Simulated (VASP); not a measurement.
# Zn2S3 (P-3m1) in VASP: further runs

Zn2S3 is run at these levels: r2SCAN; tasks: single point, relaxation of cell and atoms.

Everything below comes from runs of VASP 6.6.1. Logs are shortened: lines on timing, memory, paths and dates and some standing lists are left out, and cuts for length are marked.

**1. The cell of the first run**

It takes space group P-3m1 (No. 164, trigonal). Conventional cell: a = 3.574 Å, b = 3.574 Å, c = 7.866 Å, α = 90.00°, β = 90.00°, γ = 120.00°. Zn (site symmetry 3m) has 6 S at 2.38 to 2.59 Å within 3.1 Å. S (site symmetry -3m) has 6 Zn at 2.59 Å and 12 S at 3.44 to 3.57 Å within 3.6 Å. Within 3.2 Å of S (site symmetry 3m) lie 3 Zn at 2.38 Å and 3 S at 3.14 Å.

**2. Single point, r2SCAN**

Contents of POSCAR:

```
Zn2S3
1.0
    3.5740375868      0.0000000000      0.0000000000
   -1.7870187934      3.0952073442      0.0000000000
    0.0000000000      0.0000000000      7.8662219216
Zn S
2 3
Direct
    0.3333333333      0.6666666667      0.1993763352
    0.6666666667      0.3333333333      0.8006236648
    0.0000000000      0.0000000000      0.0000000000
    0.3333333333      0.6666666667      0.6502502916
    0.6666666667      0.3333333333      0.3497497084
```

Contents of INCAR.step1:

```
SYSTEM = Zn2S3
PREC     = Accurate       ! precision mode
ENCUT    = 520            ! plane-wave cutoff, eV
ISMEAR   = 0              ! smearing method
SIGMA    = 0.1            ! smearing width, eV
LREAL    = .False.        ! projectors in reciprocal space
LASPH    = .True.         ! aspherical terms in the spheres
NELM     = 100            ! most SCF steps
NBANDS   = 29             ! bands
GGA      = PE             ! functional
ALGO     = Normal         ! electronic algorithm
EDIFF    = 1E-4           ! SCF threshold, eV
LWAVE    = .True.         ! write WAVECAR
LCHARG   = .False.        ! write CHGCAR
```

Contents of INCAR.step2:

```
SYSTEM = Zn2S3
PREC     = Accurate       ! precision mode
ENCUT    = 520            ! plane-wave cutoff, eV
EDIFF    = 1E-7           ! SCF threshold, eV
ISMEAR   = 0              ! smearing method
SIGMA    = 0.1            ! smearing width, eV
LREAL    = .False.        ! projectors in reciprocal space
LASPH    = .True.         ! aspherical terms in the spheres
NELM     = 100            ! most SCF steps
ALGO     = Normal         ! electronic algorithm
ISIF     = 2              ! what is computed and relaxed
LWAVE    = .False.        ! write WAVECAR
LCHARG   = .False.        ! write CHGCAR
METAGGA  = R2SCAN         ! meta-GGA
LMIXTAU  = .True.       
NBANDS   = 29             ! bands
ISTART   = 1
```

Contents of KPOINTS:

```
Automatic mesh
0
Gamma
  12 12 6
  0 0 0
```

Potentials or basis: VASP PAW PBE potentials, release 64 (Zn, S).

Started as:

```bash
cat potpaw_PBE.64/Zn/POTCAR potpaw_PBE.64/S/POTCAR > POTCAR
cp INCAR.step1 INCAR
mpirun -np 1 vasp_std > vasp.out
cp INCAR.step2 INCAR
mpirun -np 1 vasp_std > vasp.out
```

OUTCAR:

```text
SYSTEM = Zn2S3
   PREC = Accurate
   ENCUT = 520
   EDIFF = 1E-7
   ISMEAR = 0
   LREAL = .False.
   LASPH = .True.
   NELM = 100
   ISIF = 2
   METAGGA = R2SCAN
   ISTART = 1

 ion  position               nearest neighbor table
   1  0.333  0.667  0.199-   5 2.38   5 2.38   5 2.38   3 2.59   3 2.59   3 2.59
   2  0.667  0.333  0.801-   4 2.38   4 2.38   4 2.38   3 2.59   3 2.59   3 2.59
   3  0.000  0.000  0.000-   1 2.59   2 2.59   1 2.59   2 2.59   2 2.59   1 2.59
   4  0.333  0.667  0.650-   2 2.38   2 2.38   2 2.38
   5  0.667  0.333  0.350-   1 2.38   1 2.38   1 2.38

  LATTYP: Found a hexagonal cell.
 ALAT       =     3.5740375868
 C/A-ratio  =     2.2009343020

  Lattice vectors:

 A1 = (   3.5740375868,   0.0000000000,   0.0000000000)
 A2 = (  -1.7870187934,   3.0952073442,   0.0000000000)
 A3 = (   0.0000000000,   0.0000000000,   7.8662219216)

Analysis of symmetry for initial positions (statically):
=====================================================================
 Subroutine PRICEL returns:
 Original cell was already a primitive cell.

 Routine SETGRP: Setting up the symmetry group for a
 hexagonal supercell.

 Subroutine GETGRP returns: Found 12 space group operations
 (whereof 12 operations were pure point group operations)
 out of a pool of 24 trial point group operations.

The static configuration has the point symmetry D_3d.

Analysis of symmetry for dynamics (positions and initial velocities):
=====================================================================
 Subroutine PRICEL returns:
 Original cell was already a primitive cell.

 Routine SETGRP: Setting up the symmetry group for a
 hexagonal supercell.

 Subroutine GETGRP returns: Found 12 space group operations
 (whereof 12 operations were pure point group operations)
 out of a pool of 24 trial point group operations.

The dynamic configuration has the point symmetry D_3d.

 Subroutine INISYM returns: Found 12 space group operations
 (whereof 12 operations are pure point group operations),
 and found     1 'primitive' translations

----------------------------------------------------------------------------------------

                                     Primitive cell

  volume of cell :      87.0192

  direct lattice vectors                    reciprocal lattice vectors
     3.574037587  0.000000000  0.000000000     0.279795603  0.161540066  0.000000000
    -1.787018793  3.095207344  0.000000000     0.000000000  0.323080133  0.000000000
     0.000000000  0.000000000  7.866221922     0.000000000  0.000000000  0.127125831

  length of vectors
     3.574037587  3.574037587  7.866221922     0.323080133  0.323080133  0.127125831

  position of ions in fractional coordinates (direct lattice)
     0.333333333  0.666666667  0.199376335
     0.666666667  0.333333333  0.800623665
     0.000000000  0.000000000  0.000000000
     0.333333333  0.666666667  0.650250292
     0.666666667  0.333333333  0.349749708

  ion indices of the primitive-cell ions
   primitive index   ion index
                 1           1
                 2           2
                 3           3
                 4           4
                 5           5

----------------------------------------------------------------------------------------

 KPOINTS: Automatic mesh

Automatic generation of k-mesh.
 Grid dimensions read from file:
 generate k-points for:   12   12    6

 Generating k-lattice:

  Cartesian coordinates                     Fractional coordinates (reciprocal lattice)
     0.023316300  0.013461672  0.000000000     0.083333333  0.000000000  0.000000000
     0.000000000  0.026923344  0.000000000     0.000000000  0.083333333  0.000000000
     0.000000000  0.000000000  0.021187639     0.000000000  0.000000000  0.166666667

  Length of vectors
     0.026923344  0.026923344  0.021187639

  Shift w.r.t. Gamma in fractional coordinates (k-lattice)
     0.000000000  0.000000000  0.000000000

 Subroutine IBZKPT returns following result:
 ===========================================

 Found    100 irreducible k-points:

 Following reciprocal coordinates:
            Coordinates               Weight
  0.000000  0.000000  0.000000      1.000000
  0.083333  0.000000  0.000000      6.000000
  0.166667  0.000000  0.000000      6.000000
  0.250000  0.000000  0.000000      6.000000
  0.333333  0.000000  0.000000      6.000000
  0.416667 -0.000000  0.000000      6.000000
[... 16 lines left out ...]
  0.166667  0.000000  0.166667      6.000000
  0.000000  0.166667  0.166667      6.000000
 [... further k-points ...]
   k-points           NKPTS =    100   k-points in BZ     NKDIM =    100   number of bands    NBANDS=     29
   number of dos      NEDOS =    301   number of ions     NIONS =      5
   total plane-waves  NPLWV =  47040
   dimension x,y,z NGX =    28 NGY =   28 NGZ =   60
   dimension x,y,z NGXF=    56 NGYF=   56 NGZF=  120
   ions per type =               2   3
   NGX,Y,Z   is equivalent  to a cutoff of  13.02, 13.02, 12.68 a.u.
   NGXF,Y,Z  is equivalent  to a cutoff of  26.05, 26.05, 25.36 a.u.
 SYSTEM =  Zn2S3
   PREC   = accura    normal or accurate (medium, high low for compatibility)
   ISTART =      1    job   : 0-new  1-cont  2-samecut
   ICHARG =      0    charge: 1-file 2-atom 10-const
   ISPIN  =      1    spin polarized calculation?
   LNONCOLLINEAR =      F non collinear calculations
   LSORBIT =      F    spin-orbit coupling
   LASPH  =      T    aspherical Exc in radial PAW
   ENCUT  =  520.0 eV  38.22 Ry    6.18 a.u.   6.65  6.65 14.63*2*pi/ulx,y,z
   NELM   =    100;   NELMIN=  2; NELMDL=  0     # of ELM steps
   EDIFF  = 0.1E-06   stopping-criterion for ELM
   LREAL  =      F    real-space projection
   EDIFFG = 0.1E-05   stopping-criterion for IOM
   NSW    =      0    number of steps for IOM
   IBRION =     -1    ionic relax: 0-MD 1-quasi-New 2-CG
   NFREE  =      0    steps in history (QN), initial steepest desc. (CG)
   ISIF   =      2    stress and relaxation
   ISYM   =      2    0-nonsym 1-usesym 2-fastsym
   POTIM  = 0.5000    time-step for ionic-motion
   TEBEG  =    0.0;   TEEND  =   0.0 temperature during run
   PSTRESS=    0.0 pullay stress
   NELECT =      42.0000    total number of electrons
   NUPDOWN=      -1.0000    fix difference up-down
   EMIN   =  10.00;   EMAX   =-10.00  energy-range for DOS
   EFERMI =   0.00;   METHOD = LEGACY
   ISMEAR =     0;   SIGMA  =   0.10  broadening in eV -4-tet -1-fermi 0-gaus
   EFERMI_NEDOS =   21; number of points for ismear=-14 and -15
   IALGO  =     38    algorithm
   IMIX   =      4    mixing-type and parameters
     AMIX     =   0.40;   BMIX     =  1.00
     AMIX_MAG =   1.60;   BMIX_MAG =  1.00
  volume/ion in A,a.u.               =      17.40       117.45
  Fermi-wavevector in a.u.,A,eV,Ry     =   1.284161  2.426713 22.436963  1.649070
  Thomas-Fermi vector in A             =   2.416371
   LORBIT       =      0    0 simple, 1 ext, 2 COOP (PROOUT), +10 PAW based schemes
   METAGGA = R2SCAN    functional components
   LHFCALC =     F    Hartree Fock is set to
   AEXX    =    0.0000 exact exchange contribution
   IVDW    =     0    specifies the selected vdW correction
   LEPSILON=     F    determine dielectric tensor
   LRPA    =     F    only Hartree local field effects (RPA)
 non-spin polarized calculation
 Gauss-broadening in eV      SIGMA  =   0.10
  energy-cutoff  :      520.00
  volume of cell :       87.02
 maximum number of plane-waves:      2387
 NGX is ok and might be reduce to    28
   NGX = 13   NGY = 13   NGZ = 29

 number of electron      41.9999990 magnetization

 Free energy of the ion-electron system (eV)
  ---------------------------------------------------
  ext. energy  EPLUGINS =         0.00000000
  ---------------------------------------------------
  free energy    TOTEN  =       -42.95835486 eV

  energy without entropy =      -42.94136644  energy(sigma->0) =      -42.94986065

 E-fermi :   3.4085     XC(G=0): -11.1220

 val. band max:        3.4084705055   @ k =   0.2500   0.0833   0.5000
 cond. band min:       3.4100478793   @ k =   0.3333   0.0833   0.5000
 fundamental gap:      0.0015773738
 Fermi energy:         3.4085428369

 k-point     1 :       0.0000    0.0000    0.0000
  band No.  band energies     occupation
      1     -11.1063      2.00000
      2      -9.5488      2.00000
      3      -9.5416      2.00000
      4      -3.4853      2.00000
      5      -3.4852      2.00000
      6      -3.3777      2.00000
[... 21 lines left out ...]
     28      11.8323      0.00000
     29      11.8324      0.00000

 k-point     2 :       0.0833    0.0000    0.0000
  band No.  band energies     occupation
      1     -11.0313      2.00000
      2      -9.5130      2.00000
      3      -9.4919      2.00000
      4      -3.4876      2.00000
      5      -3.4726      2.00000
      6      -3.4320      2.00000
[... 21 lines left out ...]
     28      11.5220      0.00000
     29      12.0887      0.00000

 k-point     3 :       0.1667    0.0000    0.0000
  band No.  band energies     occupation
      1     -10.8128      2.00000
      2      -9.4140      2.00000
      3      -9.3542      2.00000
      4      -3.5160      2.00000
      5      -3.4695      2.00000
      6      -3.4417      2.00000
[... 21 lines left out ...]
     28      11.2261      0.00000
     29      12.6527      0.00000

 k-point     4 :       0.2500    0.0000    0.0000
  band No.  band energies     occupation
      1     -10.4719      2.00000
      2      -9.2788      2.00000
      3      -9.1641      2.00000
      4      -3.5683      2.00000
      5      -3.4145      2.00000
      6      -3.3937      2.00000
[... 597 lines left out ...]
     28      11.8904      0.00000
     29      12.0359      0.00000

 k-point    23 :       0.1667    0.0000    0.1667
  band No.  band energies     occupation
      1     -10.7695      2.00000
      2      -9.7448      2.00000
      3      -9.0472      2.00000
      4      -3.5353      2.00000
      5      -3.4626      2.00000
      6      -3.4490      2.00000
[... 21 lines left out ...]
     28      11.3438      0.00000
     29      12.6474      0.00000

 k-point    24 :       0.0000    0.1667    0.1667
  band No.  band energies     occupation
      1     -10.7697      2.00000
      2      -9.7438      2.00000
      3      -9.0482      2.00000
      4      -3.5144      2.00000
      5      -3.4475      2.00000
      6      -3.4415      2.00000
[... 21 lines left out ...]
     28      11.5372      0.00000
     29      12.4998      0.00000

 [... further k-points ...]
[... 5 lines left out ...]
  --------------------------------------------------------------------------------------
  -------------------------------------------------------------------------------------
  Total        0.0628319      0.0628319      0.0274615     -0.0000000      0.0000000     -0.0000000
  in kB        1.1568458      1.1568458      0.5056149     -0.0000000      0.0000000     -0.0000000
  external PRESSURE =       0.9397688 kB  Pullay stress =       0.0000000 kB

 VOLUME and BASIS-vectors are now :
 -----------------------------------------------------------------------------
  energy-cutoff  :      520.00
  volume of cell :       87.02
      direct lattice vectors                 reciprocal lattice vectors
     3.574037587  0.000000000  0.000000000     0.279795603  0.161540066  0.000000000
    -1.787018793  3.095207344  0.000000000     0.000000000  0.323080133  0.000000000
     0.000000000  0.000000000  7.866221922     0.000000000  0.000000000  0.127125831

 POSITION                                       TOTAL-FORCE (eV/Angst)
 -----------------------------------------------------------------------------------
     -0.00000      2.06347      1.56834        -0.000000     -0.000000      0.016977
      1.78702      1.03174      6.29788         0.000000      0.000000     -0.016977
      0.00000      0.00000      0.00000        -0.000000      0.000000     -0.000000
     -0.00000      2.06347      5.11501        -0.000000      0.000000     -0.010403
      1.78702      1.03174      2.75121        -0.000000     -0.000000      0.010403
 -----------------------------------------------------------------------------------
    total drift:                                0.000000     -0.000000     -0.000000

  FREE ENERGIE OF THE ION-ELECTRON SYSTEM (eV)
  ---------------------------------------------------
  free  energy   TOTEN  =       -42.9583548606 eV

  energy  without entropy=      -42.9413664353  energy(sigma->0) =      -42.94986065
```

Wall time 7.6 min (1 thread of Intel Xeon 6975P-C (Granite Rapids), shared host); peak memory 0.35 GiB.

Results:

```
Free energy            : -42.9584 eV
Pressure               : 0.1 GPa
Largest force          : 0.017 eV/Å
Band gap on the k mesh : zero (bands 21 and 22 overlap by 1.26 eV)
```

Forces in eV/Å, atoms in the order of the input:
```
Zn   0.000  0.000  0.017
Zn   0.000  0.000 -0.017
S    0.000  0.000  0.000
S    0.000  0.000 -0.010
S    0.000  0.000  0.010
```

Caveat: the PAW data sets were made with another functional, which shifts forces and pressure a little.

**3. Relaxation of cell and atoms, r2SCAN**

This run uses another cell than the first one, of 17.85 Å³/atom.

Contents of POSCAR:

```
Zn2S3
1.0
    4.0461712550      0.0000000000      0.0000000000
   -2.0230856275      3.5040870949      0.0000000000
    0.0000000000      0.0000000000      6.2951852266
Zn S
2 3
Direct
    0.3333333333      0.6666666667      0.2450000000
    0.6666666667      0.3333333333      0.7550000000
    0.0000000000      0.0000000000      0.0000000000
    0.3333333333      0.6666666667      0.6450000000
    0.6666666667      0.3333333333      0.3550000000
```

Contents of INCAR.step1:

```
SYSTEM = Zn2S3
PREC = Accurate
ENCUT = 600
ISMEAR = 0
SIGMA = 0.1
LREAL = .FALSE.
LASPH = .TRUE.
NELM = 80
GGA = PE
ALGO = Normal
EDIFF = 1E-4
LWAVE = .TRUE.
LCHARG = .FALSE.
```

Contents of INCAR.step2:

```
SYSTEM = Zn2S3
PREC = Accurate
ENCUT = 600
EDIFF = 1E-6
ISMEAR = 0
SIGMA = 0.1
LREAL = .FALSE.
LASPH = .TRUE.
NELM = 80
ALGO = Normal
ISIF = 3
LWAVE = .FALSE.
LCHARG = .FALSE.
METAGGA = R2SCAN
LMIXTAU = .TRUE.
IBRION = 2
NSW = 90
EDIFFG = -0.04
ISTART = 1
```

Contents of KPOINTS:

```
regular mesh
0
G
  6 6 4
  0 0 0
```

Potentials or basis: VASP PAW PBE potentials, release 64 (Zn, S).

Started as:

```bash
cat potpaw_PBE.64/Zn/POTCAR potpaw_PBE.64/S/POTCAR > POTCAR
cp INCAR.step1 INCAR
mpirun -np 1 vasp_std > vasp.out
cp INCAR.step2 INCAR
mpirun -np 1 vasp_std > vasp.out
```

It took 23 min on 1 thread of Intel Xeon 6975P-C (Granite Rapids), shared host; peak memory 0.27 GiB.

It converged, with:

* Free energy: -42.9794 eV
* Relaxed volume: 17.39 Å³/atom
* Relaxed cell: a = 3.557 Å, b = 3.557 Å, c = 7.933 Å, α = 90.00°, β = 90.00°, γ = 120.00°
* Space group after relaxing (to 0.1 Å): P-3m1 (No. 164)
* Energy gained by relaxing: 231.4 meV/atom
* Ionic steps: 22
* Pressure after relaxing: 0.2 GPa
* Largest force after relaxing: 0.023 eV/Å
* Band gap on the k mesh: zero (bands 21 and 22 overlap by 1.29 eV)

Forces on the atoms (eV/Å):
```
Zn   0.000  0.000 -0.017
Zn   0.000  0.000  0.017
S    0.000  0.000  0.000
S    0.000  0.000 -0.023
S    0.000  0.000  0.023
```

Stress tensor (GPa, compression positive):
```
0.20 0.00 0.00
0.00 0.20 0.00
0.00 0.00 0.08
```

Step by step:
| step | energy change (eV) | largest force (eV/Å) | pressure (GPa) | volume (Å³) |
| --- | --- | --- | --- | --- |
| 1 | 0.0000 | 0.9071 | 0.91 | 89.25 |
| 2 | -0.1830 | 0.5856 | -0.22 | 90.51 |
| 3 | -0.5539 | 0.5006 | -0.69 | 93.75 |
| 4 | -0.1275 | 1.4841 | 7.89 | 97.90 |
| 5 | -0.5688 | 0.8446 | 1.15 | 95.37 |
| 6 | -0.7263 | 0.5994 | -2.08 | 100.94 |
| 7 | -0.7376 | 0.5427 | -2.87 | 102.42 |
| 8 | -0.9020 | 0.6291 | -0.81 | 97.92 |
| 9 | -0.9781 | 0.6641 | 2.13 | 91.61 |
| 10 | -1.0393 | 0.1160 | -0.33 | 91.45 |
| 11 | -1.0398 | 0.1469 | -0.17 | 91.46 |
| 12 | -1.0622 | 0.1129 | -0.01 | 91.24 |
| 13 | -1.1024 | 0.2317 | 0.71 | 90.47 |
| 14 | -1.1030 | 0.2742 | 0.89 | 90.31 |
| 15 | -1.1049 | 0.1380 | -1.21 | 92.09 |
| 16 | -1.1084 | 0.1675 | -0.25 | 91.26 |
| 17 | -1.1084 | 0.1571 | -0.39 | 91.36 |
| 18 | -1.1142 | 0.1441 | -0.37 | 90.97 |
| 19 | -1.1305 | 0.1135 | -0.31 | 89.79 |
| 20 | -1.1556 | 0.0479 | 0.03 | 87.45 |
| 21 | -1.1556 | 0.0257 | 0.36 | 86.35 |
| 22 | -1.1568 | 0.0226 | 0.16 | 86.93 |

Final structure:
```xyz
5
Lattice="3.5570 0.0000 0.0000 -1.7785 3.0804 0.0000 0.0000 0.0000 7.9333" Properties=species:S:1:pos:R:3 pbc="T T T"
Zn    0.0000    2.0536    1.5774
Zn    1.7785    1.0268    6.3559
S     0.0000    0.0000    0.0000
S     0.0000    2.0536    5.1631
S     1.7785    1.0268    2.7703
```

Levels at points of the mesh, in eV from the Fermi level:
```
           k point  band 17  band 18  band 19  band 20  band 21  band 22  band 23  band 24  band 25
(0.00, 0.00, 0.00)    -0.53    -0.32    -0.32     0.29     0.29     0.66     4.39     5.67     5.83
(0.50, 0.00, 0.00)    -2.55    -1.58    -1.22    -0.83    -0.81    -0.38     1.94     5.95     6.04
(0.00, 0.00, 0.50)    -0.64    -0.64    -0.14    -0.14     0.21     0.21     4.92     5.64     6.24
(0.50, 0.00, 0.50)    -2.75    -2.34    -2.28    -1.62     0.25     0.44     2.76     4.52     5.98
```

Caveat: a cell axis changed by over 15 % at a fixed basis, so the end point is rough; the PAW data sets were made with another functional, which shifts forces and pressure a little.
